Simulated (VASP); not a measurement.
Here is a VASP 6.6.1 calculation.

File INCAR:

```
PREC = Accurate ; ENCUT = 520
EDIFF = 1E-6 ; ISMEAR = -1
SIGMA = 0.05 ; LREAL = False
LASPH = True ; NELM = 60
ALGO = Normal ; ISIF = 2
LWAVE = False ; LCHARG = False
GGA = PS ; NBANDS = 12
```

Contents of KPOINTS:

```
Automatic mesh
0
Gamma
  19 19 19
```

The input POSCAR:

```
Hg
1.0
   -1.4454929749      1.4454929749      1.4454929749
    1.4454929749     -1.4454929749      1.4454929749
    1.4454929749      1.4454929749     -1.4454929749
Hg
1
Direct
    0.0000000000      0.0000000000      0.0000000000
```

Potentials or basis: VASP PAW PBE potentials, release 64 (Hg).

Run with:

```sh
$ cat potpaw_PBE.64/Hg/POTCAR > POTCAR
$ mpirun -np 1 vasp_std > vasp.out
```

(1) Predict the band gap on the k mesh.

(2) What does it give for the pressure?

## Answers

(1) zero (band 6 reaches 14.57 eV, above the bottom of band 7 at 12.11 eV).

(2) 246.7 GPa.

Caveat: the cell differs from its parent crystal (volume scaled by 0.505, to set the pressure); the PAW data sets were made with another functional, which shifts forces and pressure a little; spin-orbit coupling is left out, which moves the levels of the heavy elements.
